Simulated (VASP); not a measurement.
# Si8NO14 (a cell with a defect) in VASP: further runs

Runs on Si8NO14 (a cell with a defect). Level: PBE. Tasks: single point.

Program: VASP 6.6.1. These are calculated values, not measurements. Logs are shortened: lines on timing, memory, paths and dates and some standing lists are left out, and cuts for length are marked.

## Step 1: The cell of the first run

The cell holds a defect, 23 atoms: a = 5.893 Å, b = 5.893 Å, c = 5.329 Å, α = 90.00°, β = 90.00°, γ = 90.00°.

## Step 2: Single point, PBE

INCAR

```
PREC = Accurate
ENCUT = 520
EDIFF = 1E-7
ISMEAR = 0
SIGMA = 0.05
LREAL = Auto
LASPH = True
NELM = 60
ALGO = Normal
ISIF = 2
LWAVE = False
LCHARG = False
GGA = PE
NELECT = 122.0
NBANDS = 78
```

KPOINTS

```
regular mesh
0
Gamma
  2 2 2
```

POSCAR

```
Si8NO14
1.0
   -4.1667000000     -4.1667000000      0.0000000000
    4.1667000000     -4.1667000000      0.0000000000
    0.0000000000      0.0000000000      5.3290000000
Si O N
8 14 1
Direct
    0.5000000000      0.5009357525     -0.0001018953
    0.0000000000      0.5062656299      0.2500000000
    0.5000000000      0.5009357525      0.5001018953
    0.0000000000      0.4964955480      0.7500000000
    0.0000000000     -0.0013871889      0.0141225371
    0.5000000000      0.0028890969      0.2500000000
    0.0000000000     -0.0013871889      0.4858774629
    0.5000000000      0.0068977848      0.7500000000
    0.1973637411      0.4899742002     -0.0024486771
    0.8026362589      0.4899742002     -0.0024486771
    0.1973637411      0.4899742002      0.5024486771
    0.0000000000      0.1918098255      0.7500000000
    0.8026362589      0.4899742002      0.5024486771
    0.0000000000      0.8024964600      0.7500000000
    0.6915334677      0.0072060624     -0.0002797898
    0.5000000000      0.6960937912      0.2500000000
    0.3084665323      0.0072060624     -0.0002797898
    0.5000000000      0.3081704946      0.2500000000
    0.6915334677      0.0072060624      0.5002797898
    0.5000000000      0.6979225766      0.7500000000
    0.3084665323      0.0072060624      0.5002797898
    0.5000000000      0.3089075287      0.7500000000
    0.0000000000     -0.1996668827      0.2500000000
```

Potentials or basis: VASP PAW PBE potentials, release 64 (Si, O, N).

Run with:

```
$ cat potpaw_PBE.64/Si/POTCAR potpaw_PBE.64/O/POTCAR potpaw_PBE.64/N/POTCAR > POTCAR
$ mpirun -np 1 vasp_std > vasp.out
```

OUTCAR:

```text
PREC = Accurate
   ENCUT = 520
   EDIFF = 1E-7
   ISMEAR = 0
   LREAL = Auto
   LASPH = True
   NELM = 60
   ISIF = 2
   GGA = PE
   NELECT = 122.0

 ion  position               nearest neighbor table
   1  0.500  0.501  1.000-  22 1.75  18 1.75  16 1.76  20 1.77   9 1.78  10 1.78   3 2.66   3 2.67

   2  0.000  0.506  0.250-  23 1.73  10 1.78  11 1.78  13 1.78   9 1.78   4 2.67   4 2.67
   3  0.500  0.501  0.500-  22 1.75  18 1.75  16 1.76  20 1.77  11 1.78  13 1.78   1 2.66   1 2.67

   4  0.000  0.496  0.750-   9 1.76  10 1.76  11 1.76  13 1.76  12 1.80  14 1.80   2 2.67   2 2.67

   5  0.000  0.999  0.014-  23 1.72  12 1.81  17 1.82  15 1.82  14 1.82   7 2.51   7 2.82
   6  0.500  0.003  0.250-  15 1.75  17 1.75  19 1.75  21 1.75  18 1.80  16 1.81   8 2.66   8 2.66

   7  0.000  0.999  0.486-  23 1.72  12 1.81  21 1.82  19 1.82  14 1.82   5 2.51   5 2.82
   8  0.500  0.007  0.750-  15 1.74  17 1.74  19 1.74  21 1.74  22 1.78  20 1.82   6 2.66   6 2.66

   9  0.197  0.490  0.998-   4 1.76   2 1.78   1 1.78
  10  0.803  0.490  0.998-   4 1.76   2 1.78   1 1.78
  11  0.197  0.490  0.502-   4 1.76   2 1.78   3 1.78
  12  0.000  0.192  0.750-   4 1.80   5 1.81   7 1.81
  13  0.803  0.490  0.502-   4 1.76   2 1.78   3 1.78
  14  0.000  0.802  0.750-   4 1.80   5 1.82   7 1.82
  15  0.692  0.007  1.000-   8 1.74   6 1.75   5 1.82
  16  0.500  0.696  0.250-   1 1.76   3 1.76   6 1.81
  17  0.308  0.007  1.000-   8 1.74   6 1.75   5 1.82
  18  0.500  0.308  0.250-   1 1.75   3 1.75   6 1.80
  19  0.692  0.007  0.500-   8 1.74   6 1.75   7 1.82
  20  0.500  0.698  0.750-   1 1.77   3 1.77   8 1.82
  21  0.308  0.007  0.500-   8 1.74   6 1.75   7 1.82
  22  0.500  0.309  0.750-   1 1.75   3 1.75   8 1.78
  23  0.000  0.800  0.250-   5 1.72   7 1.72   2 1.73

  LATTYP: Found a simple tetragonal cell.
 ALAT       =     5.8926036503
 C/A-ratio  =     0.9043540540

  Lattice vectors:

 A1 = (  -4.1667000000,  -4.1667000000,   0.0000000000)
 A2 = (   4.1667000000,  -4.1667000000,   0.0000000000)
 A3 = (   0.0000000000,   0.0000000000,   5.3290000000)

Analysis of symmetry for initial positions (statically):
=====================================================================
 Subroutine PRICEL returns:
 Original cell was already a primitive cell.

 Routine SETGRP: Setting up the symmetry group for a
 simple tetragonal supercell.

 Subroutine GETGRP returns: Found  4 space group operations
 (whereof  2 operations were pure point group operations)
 out of a pool of 16 trial point group operations.

The static configuration has the point symmetry C_1h.
 The point group associated with its full space group is C_2v.

Analysis of symmetry for dynamics (positions and initial velocities):
=====================================================================
 Subroutine PRICEL returns:
 Original cell was already a primitive cell.

 Routine SETGRP: Setting up the symmetry group for a
 simple tetragonal supercell.

 Subroutine GETGRP returns: Found  4 space group operations
 (whereof  2 operations were pure point group operations)
 out of a pool of 16 trial point group operations.

The dynamic configuration has the point symmetry C_1h.
 The point group associated with its full space group is C_2v.

 Subroutine INISYM returns: Found  4 space group operations
 (whereof  2 operations are pure point group operations),
 and found     1 'primitive' translations

----------------------------------------------------------------------------------------

                                     Primitive cell

  volume of cell :     185.0377

  direct lattice vectors                    reciprocal lattice vectors
    -4.166700000 -4.166700000  0.000000000    -0.119999040 -0.119999040  0.000000000
     4.166700000 -4.166700000  0.000000000     0.119999040 -0.119999040  0.000000000
     0.000000000  0.000000000  5.329000000     0.000000000  0.000000000  0.187652468

  length of vectors
     5.892603650  5.892603650  5.329000000     0.169704270  0.169704270  0.187652468

  position of ions in fractional coordinates (direct lattice)
     0.500000000  0.500935752  0.999898105
     0.000000000  0.506265630  0.250000000
     0.500000000  0.500935752  0.500101895
     0.000000000  0.496495548  0.750000000
     0.000000000  0.998612811  0.014122537
     0.500000000  0.002889097  0.250000000
[... 15 lines left out ...]
     0.500000000  0.308907529  0.750000000
     0.000000000  0.800333117  0.250000000

  ion indices of the primitive-cell ions
   primitive index   ion index
                 1           1
                 2           2
                 3           3
                 4           4
                 5           5
                 6           6
[... 15 lines left out ...]
                22          22
                23          23

----------------------------------------------------------------------------------------

 KPOINTS: regular mesh

Automatic generation of k-mesh.
 Grid dimensions read from file:
 generate k-points for:    2    2    2

 Generating k-lattice:

  Cartesian coordinates                     Fractional coordinates (reciprocal lattice)
    -0.059999520 -0.059999520  0.000000000     0.500000000  0.000000000  0.000000000
     0.059999520 -0.059999520  0.000000000     0.000000000  0.500000000  0.000000000
     0.000000000  0.000000000  0.093826234     0.000000000  0.000000000  0.500000000

  Length of vectors
     0.084852135  0.084852135  0.093826234

  Shift w.r.t. Gamma in fractional coordinates (k-lattice)
     0.000000000  0.000000000  0.000000000

 Subroutine IBZKPT returns following result:
 ===========================================

 Found      8 irreducible k-points:

 Following reciprocal coordinates:
            Coordinates               Weight
  0.000000  0.000000  0.000000      1.000000
  0.500000  0.000000  0.000000      1.000000
  0.000000  0.500000  0.000000      1.000000
  0.500000  0.500000  0.000000      1.000000
  0.000000  0.000000  0.500000      1.000000
  0.500000  0.000000  0.500000      1.000000
  0.000000  0.500000  0.500000      1.000000
  0.500000  0.500000  0.500000      1.000000
   k-points           NKPTS =      8   k-points in BZ     NKDIM =      8   number of bands    NBANDS=     78
   number of dos      NEDOS =    301   number of ions     NIONS =     23
   total plane-waves  NPLWV =  92160
   dimension x,y,z NGX =    48 NGY =   48 NGZ =   40
   dimension x,y,z NGXF=    96 NGYF=   96 NGZF=   80
   ions per type =               8  14   1
   NGX,Y,Z   is equivalent  to a cutoff of  13.54, 13.54, 12.48 a.u.
   NGXF,Y,Z  is equivalent  to a cutoff of  27.08, 27.08, 24.96 a.u.
 SYSTEM =  unknown system
   PREC   = accura    normal or accurate (medium, high low for compatibility)
   ISTART =      0    job   : 0-new  1-cont  2-samecut
   ICHARG =      2    charge: 1-file 2-atom 10-const
   ISPIN  =      1    spin polarized calculation?
   LNONCOLLINEAR =      F non collinear calculations
   LSORBIT =      F    spin-orbit coupling
   LASPH  =      T    aspherical Exc in radial PAW
   ENCUT  =  520.0 eV  38.22 Ry    6.18 a.u.  10.96 10.96  9.91*2*pi/ulx,y,z
   NELM   =     60;   NELMIN=  2; NELMDL= -5     # of ELM steps
   EDIFF  = 0.1E-06   stopping-criterion for ELM
   LREAL  =      T    real-space projection
   EDIFFG = 0.1E-05   stopping-criterion for IOM
   NSW    =      0    number of steps for IOM
   IBRION =     -1    ionic relax: 0-MD 1-quasi-New 2-CG
   NFREE  =      0    steps in history (QN), initial steepest desc. (CG)
   ISIF   =      2    stress and relaxation
   ISYM   =      2    0-nonsym 1-usesym 2-fastsym
   POTIM  = 0.5000    time-step for ionic-motion
   TEBEG  =    0.0;   TEEND  =   0.0 temperature during run
   PSTRESS=    0.0 pullay stress
   NELECT =     122.0000    total number of electrons
   NUPDOWN=      -1.0000    fix difference up-down
   EMIN   =  10.00;   EMAX   =-10.00  energy-range for DOS
   EFERMI =   0.00;   METHOD = LEGACY
   ISMEAR =     0;   SIGMA  =   0.05  broadening in eV -4-tet -1-fermi 0-gaus
   EFERMI_NEDOS =   21; number of points for ismear=-14 and -15
   IALGO  =     38    algorithm
   IMIX   =      4    mixing-type and parameters
     AMIX     =   0.40;   BMIX     =  1.00
     AMIX_MAG =   1.60;   BMIX_MAG =  1.00
  volume/ion in A,a.u.               =       8.05        54.29
  Fermi-wavevector in a.u.,A,eV,Ry     =   1.424868  2.692611 27.623222  2.030250
  Thomas-Fermi vector in A             =   2.545313
   LORBIT       =      0    0 simple, 1 ext, 2 COOP (PROOUT), +10 PAW based schemes
   GGA     = PE    functional components
   LHFCALC =     F    Hartree Fock is set to
   AEXX    =    0.0000 exact exchange contribution
   IVDW    =     0    specifies the selected vdW correction
   LEPSILON=     F    determine dielectric tensor
   LRPA    =     F    only Hartree local field effects (RPA)
 non-spin polarized calculation
 Gauss-broadening in eV      SIGMA  =   0.05
  energy-cutoff  :      520.00
  volume of cell :      185.04
 maximum number of plane-waves:      5000
 NGX is ok and might be reduce to    48
   NGX = 21   NGY = 21   NGZ = 19

 number of electron     121.9999935 magnetization

 Free energy of the ion-electron system (eV)
  ---------------------------------------------------
  ext. energy  EPLUGINS =         0.00000000
  ---------------------------------------------------
  free energy    TOTEN  =      -163.48674799 eV

  energy without entropy =     -163.48674799  energy(sigma->0) =     -163.48674799

 E-fermi :  10.3830     XC(G=0): -12.1920

 val. band max:       10.0486636879   @ k =   0.5000   0.5000   0.5000
 cond. band min:      12.8898560597   @ k =   0.0000   0.0000   0.5000
 fundamental gap:      2.8411923718
 Fermi energy:        10.3830324646

 k-point     1 :       0.0000    0.0000    0.0000
  band No.  band energies     occupation
      1     -14.6173      2.00000
      2     -12.9579      2.00000
      3     -12.3565      2.00000
      4     -12.1236      2.00000
      5     -12.0438      2.00000
      6     -11.6671      2.00000
[... 65 lines left out ...]
     72      17.2249      0.00000
     73      18.1961      0.00000
[... 530 lines left out ...]
     72      18.3488      0.00000
     73      18.4207      0.00000
 [bands above 73 left out]

------------------------ aborting loop because EDIFF is reached ----------------------------------------

  FORCE on cell =-STRESS in cart. coord.  units (eV):
  Direction    XX          YY          ZZ          XY          YZ          ZX
  --------------------------------------------------------------------------------------
  -------------------------------------------------------------------------------------
  Total       28.6797403     28.6797403     29.1083841      4.3133433      0.0000000      0.0000000
  in kB      248.3279569    248.3279569    252.0394354     37.3477486      0.0000000      0.0000000
  external PRESSURE =     249.5651164 kB  Pullay stress =       0.0000000 kB

 VOLUME and BASIS-vectors are now :
 -----------------------------------------------------------------------------
  energy-cutoff  :      520.00
  volume of cell :      185.04
      direct lattice vectors                 reciprocal lattice vectors
    -4.166700000 -4.166700000  0.000000000    -0.119999040 -0.119999040  0.000000000
     4.166700000 -4.166700000  0.000000000     0.119999040 -0.119999040  0.000000000
     0.000000000  0.000000000  5.329000000     0.000000000  0.000000000  0.187652468

 POSITION                                       TOTAL-FORCE (eV/Angst)
 -----------------------------------------------------------------------------------
      0.00390     -4.17060      5.32846        -0.002335      0.002335     -0.013601
      2.10946     -2.10946      1.33225         0.005908     -0.005908      0.000000
      0.00390     -4.17060      2.66504        -0.002335      0.002335      0.013601
      2.06875     -2.06875      3.99675        -0.010436      0.010436      0.000000
      4.16092     -4.16092      0.07526        -0.008383      0.008383      0.046814
     -2.07131     -2.09539      1.33225        -0.009964      0.009964      0.000000
[... 15 lines left out ...]
     -0.79623     -3.37047      3.99675        -0.012409      0.012409      0.000000
      3.33475     -3.33475      1.33225        -0.008781      0.008781      0.000000
 -----------------------------------------------------------------------------------
    total drift:                                0.000143     -0.000143     -0.000001

  FREE ENERGIE OF THE ION-ELECTRON SYSTEM (eV)
  ---------------------------------------------------
  free  energy   TOTEN  =      -163.4867479900 eV

  energy  without entropy=     -163.4867479900  energy(sigma->0) =     -163.48674799
```

It took 1.7 min on 1 thread of Intel Xeon 6975P-C (Granite Rapids), shared host; peak memory 0.32 GiB.

Results:

```yaml
Free_energy: -163.4867 eV
Largest_force: 0.048 eV/Å
```

Forces in eV/Å, atoms in the order of the input:
```
Si  -0.002  0.002 -0.014
Si   0.006 -0.006  0.000
Si  -0.002  0.002  0.014
Si  -0.010  0.010  0.000
Si  -0.008  0.008  0.047
Si  -0.010  0.010  0.000
Si  -0.008  0.008 -0.047
Si  -0.004  0.004  0.000
O   -0.015 -0.034 -0.007
O    0.034  0.015 -0.007
O   -0.015 -0.034  0.007
O   -0.001  0.001  0.000
O    0.034  0.015  0.007
O    0.023 -0.023  0.000
O   -0.027 -0.020 -0.006
O    0.018 -0.018  0.000
O    0.020  0.027 -0.006
O   -0.009  0.009  0.000
O   -0.027 -0.020  0.006
O    0.006 -0.006  0.000
O    0.020  0.027  0.006
O   -0.012  0.012  0.000
N   -0.009  0.009  0.000
```

Caveat: the k points lie up to 0.59 Å⁻¹ apart; the cell carries a net charge on a neutralising background, which shifts energy and pressure; the cell is charged against a uniform background, so pressure and absolute levels hang on convention.

(Part 1 of 2 ends here.)
